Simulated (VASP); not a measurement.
# B3N (P-4m2) in VASP: a series of runs

Runs on B3N. Level: PBE. Tasks: relaxation of cell and atoms.

Everything below comes from runs of VASP 6.6.1. Logs are shortened: lines on timing, memory, paths and dates and some standing lists are left out, and cuts for length are marked.

### 1 The cell of the first run

The structure is tetragonal, space group P-4m2 (No. 115). The conventional cell has a = 2.460 Å, b = 2.460 Å, c = 4.451 Å, α = 90.00°, β = 90.00°, γ = 90.00°. Within 2.0 Å of B (site symmetry 2mm) lie 2 N at 1.53 Å and 2 B at 1.80 Å. B (site symmetry -4m2) has 4 B at 1.80 Å within 2.4 Å. Within 2.0 Å of N (site symmetry -4m2) lie 4 B at 1.53 Å.

### 2 Relaxation of cell and atoms, PBE

Input file INCAR:

```
  PREC = Accurate
  ENCUT = 600
  EDIFF = 1E-6
  ISMEAR = 0
  SIGMA = 0.1
  LREAL = False
  LASPH = True
  NELM = 60
  ALGO = Normal
  ISIF = 3
  LWAVE = False
  LCHARG = False
  GGA = PE
  IBRION = 2
  NSW = 100
  EDIFFG = -0.01
```

Input file KPOINTS:

```
regular mesh
0
Gamma
  14 14 8
```

Input file POSCAR:

```
B3N
1.0
    2.4598663650      0.0000000000      0.0000000000
    0.0000000000      2.4598663650      0.0000000000
    0.0000000000      0.0000000000      4.4512425856
B N
3 1
Direct
    0.5000000000      0.0000000000      0.7038034620
    0.0000000000      0.0000000000      0.0000000000
    0.0000000000      0.5000000000      0.2961965380
    0.5000000000      0.5000000000      0.5000000000
```

Potentials or basis: VASP PAW PBE potentials, release 64 (B, N).

Command:

```sh
cat potpaw_PBE.64/B/POTCAR potpaw_PBE.64/N/POTCAR > POTCAR
mpirun -np 1 vasp_std > vasp.out
```

OUTCAR:

```text
PREC = Accurate
   ENCUT = 600
   EDIFF = 1E-6
   ISMEAR = 0
   LREAL = False
   LASPH = True
   NELM = 60
   ISIF = 3
   GGA = PE
   IBRION = 2
   NSW = 100
   EDIFFG = -0.01

 ion  position               nearest neighbor table
   1  0.500  0.000  0.704-   4 1.53   4 1.53   2 1.80   2 1.80
   2  0.000  0.000  0.000-   1 1.80   3 1.80   3 1.80   1 1.80
   3  0.000  0.500  0.296-   4 1.53   4 1.53   2 1.80   2 1.80
   4  0.500  0.500  0.500-   1 1.53   3 1.53   1 1.53   3 1.53

  LATTYP: Found a simple tetragonal cell.
 ALAT       =     2.4598663650
 C/A-ratio  =     1.8095465058

  Lattice vectors:

 A1 = (   2.4598663650,   0.0000000000,   0.0000000000)
 A2 = (   0.0000000000,   2.4598663650,   0.0000000000)
 A3 = (   0.0000000000,   0.0000000000,   4.4512425856)

Analysis of symmetry for initial positions (statically):
=====================================================================
 Subroutine PRICEL returns:
 Original cell was already a primitive cell.

 Routine SETGRP: Setting up the symmetry group for a
 simple tetragonal supercell.

 Subroutine GETGRP returns: Found  8 space group operations
 (whereof  8 operations were pure point group operations)
 out of a pool of 16 trial point group operations.

The static configuration has the point symmetry D_2d.

Analysis of symmetry for dynamics (positions and initial velocities):
=====================================================================
 Subroutine PRICEL returns:
 Original cell was already a primitive cell.

 Routine SETGRP: Setting up the symmetry group for a
 simple tetragonal supercell.

 Subroutine GETGRP returns: Found  8 space group operations
 (whereof  8 operations were pure point group operations)
 out of a pool of 16 trial point group operations.

The dynamic configuration has the point symmetry D_2d.

 Subroutine INISYM returns: Found  8 space group operations
 (whereof  8 operations are pure point group operations),
 and found     1 'primitive' translations

----------------------------------------------------------------------------------------

                                     Primitive cell

  volume of cell :      26.9342

  direct lattice vectors                    reciprocal lattice vectors
     2.459866365  0.000000000  0.000000000     0.406526149  0.000000000  0.000000000
     0.000000000  2.459866365  0.000000000     0.000000000  0.406526149  0.000000000
     0.000000000  0.000000000  4.451242586     0.000000000  0.000000000  0.224656370

  length of vectors
     2.459866365  2.459866365  4.451242586     0.406526149  0.406526149  0.224656370

  position of ions in fractional coordinates (direct lattice)
     0.500000000  0.000000000  0.703803462
     0.000000000  0.000000000  0.000000000
     0.000000000  0.500000000  0.296196538
     0.500000000  0.500000000  0.500000000

  ion indices of the primitive-cell ions
   primitive index   ion index
                 1           1
                 2           2
                 3           3
                 4           4

----------------------------------------------------------------------------------------

 KPOINTS: regular mesh

Automatic generation of k-mesh.
 Grid dimensions read from file:
 generate k-points for:   14   14    8

 Generating k-lattice:

  Cartesian coordinates                     Fractional coordinates (reciprocal lattice)
     0.029037582  0.000000000  0.000000000     0.071428571  0.000000000  0.000000000
     0.000000000  0.029037582  0.000000000     0.000000000  0.071428571  0.000000000
     0.000000000  0.000000000  0.028082046     0.000000000  0.000000000  0.125000000

  Length of vectors
     0.029037582  0.029037582  0.028082046

  Shift w.r.t. Gamma in fractional coordinates (k-lattice)
     0.000000000  0.000000000  0.000000000

 Subroutine IBZKPT returns following result:
 ===========================================

 Found    180 irreducible k-points:

 Following reciprocal coordinates:
            Coordinates               Weight
  0.000000  0.000000  0.000000      1.000000
  0.071429  0.000000  0.000000      4.000000
  0.142857  0.000000  0.000000      4.000000
  0.214286  0.000000  0.000000      4.000000
  0.285714  0.000000  0.000000      4.000000
  0.357143  0.000000  0.000000      4.000000
[... 16 lines left out ...]
  0.285714  0.214286  0.000000      8.000000
  0.357143  0.214286  0.000000      8.000000
 [... further k-points ...]
   k-points           NKPTS =    180   k-points in BZ     NKDIM =    180   number of bands    NBANDS=     11
   number of dos      NEDOS =    301   number of ions     NIONS =      4
   total plane-waves  NPLWV =  14400
   dimension x,y,z NGX =    20 NGY =   20 NGZ =   36
   dimension x,y,z NGXF=    40 NGYF=   40 NGZF=   72
   ions per type =               3   1
   NGX,Y,Z   is equivalent  to a cutoff of  13.52, 13.52, 13.45 a.u.
   NGXF,Y,Z  is equivalent  to a cutoff of  27.03, 27.03, 26.89 a.u.
 SYSTEM =  unknown system
   PREC   = accura    normal or accurate (medium, high low for compatibility)
   ISTART =      0    job   : 0-new  1-cont  2-samecut
   ICHARG =      2    charge: 1-file 2-atom 10-const
   ISPIN  =      1    spin polarized calculation?
   LNONCOLLINEAR =      F non collinear calculations
   LSORBIT =      F    spin-orbit coupling
   LASPH  =      T    aspherical Exc in radial PAW
   ENCUT  =  600.0 eV  44.10 Ry    6.64 a.u.   4.91  4.91  8.89*2*pi/ulx,y,z
   NELM   =     60;   NELMIN=  2; NELMDL= -5     # of ELM steps
   EDIFF  = 0.1E-05   stopping-criterion for ELM
   LREAL  =      F    real-space projection
   EDIFFG = -.1E-01   stopping-criterion for IOM
   NSW    =    100    number of steps for IOM
   IBRION =      2    ionic relax: 0-MD 1-quasi-New 2-CG
   NFREE  =      1    steps in history (QN), initial steepest desc. (CG)
   ISIF   =      3    stress and relaxation
   ISYM   =      2    0-nonsym 1-usesym 2-fastsym
   POTIM  = 0.5000    time-step for ionic-motion
   TEBEG  =    0.0;   TEEND  =   0.0 temperature during run
   PSTRESS=    0.0 pullay stress
   NELECT =      14.0000    total number of electrons
   NUPDOWN=      -1.0000    fix difference up-down
   EMIN   =  10.00;   EMAX   =-10.00  energy-range for DOS
   EFERMI =   0.00;   METHOD = LEGACY
   ISMEAR =     0;   SIGMA  =   0.10  broadening in eV -4-tet -1-fermi 0-gaus
   EFERMI_NEDOS =   21; number of points for ismear=-14 and -15
   IALGO  =     38    algorithm
   IMIX   =      4    mixing-type and parameters
     AMIX     =   0.40;   BMIX     =  1.00
     AMIX_MAG =   1.60;   BMIX_MAG =  1.00
  volume/ion in A,a.u.               =       6.73        45.44
  Fermi-wavevector in a.u.,A,eV,Ry     =   1.316283  2.487415 23.573482  1.732602
  Thomas-Fermi vector in A             =   2.446406
   LORBIT       =      0    0 simple, 1 ext, 2 COOP (PROOUT), +10 PAW based schemes
   GGA     = PE    functional components
   LHFCALC =     F    Hartree Fock is set to
   AEXX    =    0.0000 exact exchange contribution
   IVDW    =     0    specifies the selected vdW correction
   LEPSILON=     F    determine dielectric tensor
   LRPA    =     F    only Hartree local field effects (RPA)
 conjugate gradient relaxation of ions
 non-spin polarized calculation
 Gauss-broadening in eV      SIGMA  =   0.10
  energy-cutoff  :      600.00
  volume of cell :       26.93
 maximum number of plane-waves:       924
 NGX is ok and might be reduce to    20
   NGX =  9   NGY =  9   NGZ = 17

--------------------------------------- Ionic step        1  -------------------------------------------

 number of electron      14.0000001 magnetization

 Free energy of the ion-electron system (eV)
  ---------------------------------------------------
  ext. energy  EPLUGINS =         0.00000000
  ---------------------------------------------------
  free energy    TOTEN  =       -29.74466988 eV

  energy without entropy =      -29.74169758  energy(sigma->0) =      -29.74318373

------------------------ aborting loop because EDIFF is reached ----------------------------------------

  FORCE on cell =-STRESS in cart. coord.  units (eV):
  Direction    XX          YY          ZZ          XY          YZ          ZX
  --------------------------------------------------------------------------------------
  -------------------------------------------------------------------------------------
  Total        0.1081196      0.1081196     -0.0867621      0.0000000     -0.0000000      0.0000000
  in kB        6.4314766      6.4314766     -5.1610310      0.0000000     -0.0000000      0.0000000
  external PRESSURE =       2.5673074 kB  Pullay stress =       0.0000000 kB

 VOLUME and BASIS-vectors are now :
 -----------------------------------------------------------------------------
  energy-cutoff  :      600.00
  volume of cell :       26.93
      direct lattice vectors                 reciprocal lattice vectors
     2.459866365  0.000000000  0.000000000     0.406526149  0.000000000  0.000000000
     0.000000000  2.459866365  0.000000000     0.000000000  0.406526149  0.000000000
     0.000000000  0.000000000  4.451242586     0.000000000  0.000000000  0.224656370
[... 77 lines left out ...]
 POSITION                                       TOTAL-FORCE (eV/Angst)
 -----------------------------------------------------------------------------------
      1.23105      2.46211      3.13214         0.000000      0.000000     -0.022865
      0.00000      0.00000     -0.00000         0.000000      0.000000     -0.000000
      0.00000      1.23105      1.31585         0.000000     -0.000000      0.022865
      1.23105      1.23105      2.22399         0.000000     -0.000000     -0.000000
 -----------------------------------------------------------------------------------
    total drift:                                0.000000      0.000000      0.000000

  FREE ENERGIE OF THE ION-ELECTRON SYSTEM (eV)
  ---------------------------------------------------
  free  energy   TOTEN  =       -29.7448781706 eV

  energy  without entropy=      -29.7418919118  energy(sigma->0) =      -29.74338504

--------------------------------------- Ionic step        4  -------------------------------------------

 number of electron      14.0000001 magnetization

 Free energy of the ion-electron system (eV)
  ---------------------------------------------------
  ext. energy  EPLUGINS =         0.00000000
  ---------------------------------------------------
  free energy    TOTEN  =       -29.74490033 eV

  energy without entropy =      -29.74192709  energy(sigma->0) =      -29.74341371

 E-fermi :   6.7961     XC(G=0): -12.1655

 val. band max:        6.7924094717   @ k =   0.2857   0.2857   0.2500
 cond. band min:       6.8147736281   @ k =   0.3571   0.2857   0.5000
 fundamental gap:      0.0223641564
 Fermi energy:         6.7960544191

 k-point     1 :       0.0000    0.0000    0.0000
  band No.  band energies     occupation
      1     -13.2467      2.00000
      2      -4.2508      2.00000
      3      -3.6788      2.00000
      4       2.7432      2.00000
      5       2.7432      2.00000
      6       5.8902      2.00000
      7      11.8391      0.00000
      8      11.8391      0.00000
      9      12.5064      0.00000
     10      14.7088      0.00000
     11      14.7088      0.00000

 k-point     2 :       0.0714    0.0000    0.0000
  band No.  band energies     occupation
      1     -13.1651      2.00000
      2      -4.1623      2.00000
      3      -3.5966      2.00000
      4       2.2623      2.00000
      5       2.7977      2.00000
      6       5.7940      2.00000
      7      10.9898      0.00000
      8      11.8593      0.00000
      9      12.9459      0.00000
     10      14.4669      0.00000
     11      14.7999      0.00000
[... 295 lines left out ...]
 k-point    24 :       0.3571    0.2143    0.0000
  band No.  band energies     occupation
      1     -10.8347      2.00000
      2      -3.1361      2.00000
      3      -1.2806      2.00000
      4      -0.5846      2.00000
      5       1.1452      2.00000
      6       3.3868      2.00000
      7       4.5263      2.00000
      8       8.0326      0.00000
      9      12.8304      0.00000
     10      15.3974      0.00000
     11      16.2717      0.00000

 [... further k-points ...]
[... 5 lines left out ...]
  --------------------------------------------------------------------------------------
  -------------------------------------------------------------------------------------
  Total       -0.0023051     -0.0023051      0.0395213      0.0000000      0.0000000      0.0000000
  in kB       -0.1369693     -0.1369693      2.3483340      0.0000000      0.0000000      0.0000000
  external PRESSURE =       0.6914651 kB  Pullay stress =       0.0000000 kB

 VOLUME and BASIS-vectors are now :
 -----------------------------------------------------------------------------
  energy-cutoff  :      600.00
  volume of cell :       26.96
      direct lattice vectors                 reciprocal lattice vectors
     2.463092131  0.000000000  0.000000000     0.405993746  0.000000000  0.000000000
     0.000000000  2.463092131 -0.000000000     0.000000000  0.405993746 -0.000000000
     0.000000000  0.000000000  4.444472881     0.000000000  0.000000000  0.224998560

 POSITION                                       TOTAL-FORCE (eV/Angst)
 -----------------------------------------------------------------------------------
      1.23155      0.00000      3.12899         0.000000      0.000000      0.009418
      2.46309      0.00000      4.44447        -0.000000      0.000000      0.000000
      2.46309      1.23155      1.31548         0.000000     -0.000000     -0.009418
      1.23155      1.23155      2.22224         0.000000     -0.000000      0.000000
 -----------------------------------------------------------------------------------
    total drift:                                0.000000      0.000000      0.000000

  FREE ENERGIE OF THE ION-ELECTRON SYSTEM (eV)
  ---------------------------------------------------
  free  energy   TOTEN  =       -29.7449003279 eV

  energy  without entropy=      -29.7419270935  energy(sigma->0) =      -29.74341371

 reached required accuracy - stopping structural energy minimisation
```

Run time: 62 s. Hardware: 1 thread of Intel Xeon Platinum 8488C (Sapphire Rapids), shared host; peak memory 0.18 GiB.

Results:

```
Free energy                            : -29.7449 eV
Relaxed volume                         : 6.74 Å³/atom
Relaxed cell                           : a = 2.463 Å, b = 2.463 Å, c = 4.444 Å, α = 90.00°, β = 90.00°, γ = 90.00°
Space group after relaxing (to 0.05 Å) : P-4m2 (No. 115)
Energy gained by relaxing              : 0.1 meV/atom
Ionic steps                            : 4
Pressure after relaxing                : 0.1 GPa
Largest force after relaxing           : 0.009 eV/Å
Band gap on the k mesh                 : zero (band 7 reaches 11.84 eV, above the bottom of band 8 at 3.06 eV)
```

Forces on the atoms (eV/Å):
```
B    0.000  0.000  0.009
B    0.000  0.000  0.000
B    0.000  0.000 -0.009
N    0.000  0.000  0.000
```

Step by step:
| step | energy change (eV) | largest force (eV/Å) | pressure (GPa) | volume (Å³) |
| --- | --- | --- | --- | --- |
| 1 | 0.0000 | 0.0484 | 0.26 | 26.93 |
| 2 | -0.0002 | 0.0539 | -0.14 | 26.98 |
| 3 | -0.0002 | 0.0229 | -0.04 | 26.96 |
| 4 | -0.0002 | 0.0094 | 0.07 | 26.96 |

Final structure:
```yaml
crystal:
  lattice:
    - [2.46309, 0.00000, 0.00000]
    - [0.00000, 2.46309, 0.00000]
    - [0.00000, 0.00000, 4.44447]
  atoms:
    - { symbol: B, position: [0.50000, 0.00000, 0.70402] }
    - { symbol: B, position: [0.00000, 0.00000, 0.00000] }
    - { symbol: B, position: [0.00000, 0.50000, 0.29598] }
    - { symbol: N, position: [0.50000, 0.50000, 0.50000] }
```

Levels at points of the mesh, in eV from the Fermi level:
```
           k point  band 5  band 6  band 7  band 8  band 9  band 10
(0.00, 0.00, 0.00)   -4.05   -0.91    5.04    5.04    5.71     7.91
(0.50, 0.00, 0.00)   -5.84   -4.48   -2.76    5.14    7.54     9.34
(0.50, 0.50, 0.00)   -5.42   -3.22   -3.22   -2.24    4.33     4.79
(0.00, 0.00, 0.50)   -3.93   -3.93    3.52    3.52    6.41     8.86
(0.50, 0.00, 0.50)   -2.98   -2.75   -1.88    4.32    5.32     7.04
(0.50, 0.50, 0.50)   -4.49   -3.92   -3.73   -3.73    7.48     8.27
```

### 3 Relaxation of cell and atoms, PBE

Input file INCAR:

```
SYSTEM = B3N
PREC     = Accurate       ! precision mode
ENCUT    = 600            ! plane-wave cutoff, eV
EDIFF    = 1E-6           ! SCF threshold, eV
ISMEAR   = 0              ! smearing method
SIGMA    = 0.1            ! smearing width, eV
LREAL    = .FALSE.        ! projectors in reciprocal space
LASPH    = .TRUE.         ! aspherical terms in the spheres
NELM     = 80             ! most SCF steps
ALGO     = Normal         ! electronic algorithm
ISIF     = 3              ! what is computed and relaxed
LWAVE    = .FALSE.        ! write WAVECAR
LCHARG   = .FALSE.        ! write CHGCAR
GGA      = PE             ! functional
IBRION   = 2              ! ionic algorithm
NSW      = 80             ! ionic steps
EDIFFG   = -0.001         ! ionic threshold
```

Input file KPOINTS:

```
regular mesh
0
G
  16 16 8
  0 0 0
```

Input file POSCAR:

```
B3N
1.0
    2.4627102514      0.0000000000      0.0000000000
    0.0000000000      2.4627102514      0.0000000000
    0.0000000000      0.0000000000      4.4461145733
B N
3 1
Direct
    0.5000000000      0.0000000000      0.7039449748
    0.0000000000      0.0000000000      0.0000000000
    0.0000000000      0.5000000000      0.2960550252
    0.5000000000      0.5000000000      0.5000000000
```

Potentials or basis: VASP PAW PBE potentials, release 64 (B, N).

Command:

```sh
cat potpaw_PBE.64/B/POTCAR potpaw_PBE.64/N/POTCAR > POTCAR
mpirun -np 1 vasp_std > vasp.out
```

Wall time 1.7 min (1 thread of Intel Xeon Platinum 8488C (Sapphire Rapids), shared host); peak memory 0.19 GiB.

Results (log left out):

- Free energy: -29.7516 eV
- Relaxed volume: 6.73 Å³/atom
- Relaxed cell: a = 2.458 Å, b = 2.458 Å, c = 4.457 Å, α = 90.00°, β = 90.00°, γ = 90.00°
- Space group after relaxing (to 0.05 Å): P-4m2 (No. 115)
- Energy gained by relaxing: 0.2 meV/atom
- Ionic steps: 7
- Pressure after relaxing: 0.0 GPa
- Band gap on the k mesh: zero (band 7 reaches 11.90 eV, above the bottom of band 8 at 3.09 eV)

The path:
| step | energy change (eV) | largest force (eV/Å) | pressure (GPa) | volume (Å³) |
| --- | --- | --- | --- | --- |
| 1 | 0.0000 | 0.1027 | 0.03 | 26.97 |
| 2 | -0.0003 | 0.1310 | -0.59 | 26.97 |
| 3 | -0.0007 | 0.0344 | -0.33 | 26.97 |
| 4 | -0.0008 | 0.0086 | 0.14 | 26.92 |
| 5 | -0.0008 | 0.0016 | 0.03 | 26.93 |
| 6 | -0.0008 | 0.0025 | 0.03 | 26.93 |
| 7 | -0.0008 | 0.0006 | 0.00 | 26.94 |

Final structure:
```yaml
crystal:
  lattice:
    - [2.45831, 0.00000, 0.00000]
    - [0.00000, 2.45831, 0.00000]
    - [0.00000, 0.00000, 4.45709]
  atoms:
    - { symbol: B, position: [0.50000, 0.00000, 0.70443] }
    - { symbol: B, position: [0.00000, 0.00000, 0.00000] }
    - { symbol: B, position: [0.00000, 0.50000, 0.29557] }
    - { symbol: N, position: [0.50000, 0.50000, 0.50000] }
```

Levels at points of the mesh, in eV from the Fermi level:
| k point | band 4 | band 5 | band 6 | band 7 | band 8 | band 9 | band 10 | band 11 |
| --- | --- | --- | --- | --- | --- | --- | --- | --- |
| (0.00, 0.00, 0.00) | -4.13 | -4.13 | -1.10 | 4.96 | 4.96 | 5.63 | 7.79 | 7.79 |
| (0.50, 0.00, 0.00) | -6.36 | -5.99 | -4.64 | -2.83 | 5.07 | 7.35 | 9.20 | 11.03 |
| (0.50, 0.50, 0.00) | -6.86 | -5.53 | -3.34 | -3.34 | -2.39 | 4.17 | 4.67 | 5.96 |
| (0.00, 0.00, 0.50) | -5.07 | -4.01 | -4.01 | 3.44 | 3.44 | 6.34 | 8.78 | 11.29 |
| (0.50, 0.00, 0.50) | -8.30 | -3.15 | -2.82 | -2.05 | 4.12 | 5.25 | 6.83 | 11.00 |
| (0.50, 0.50, 0.50) | -7.19 | -4.61 | -4.04 | -3.85 | -3.85 | 7.33 | 8.11 | 8.55 |
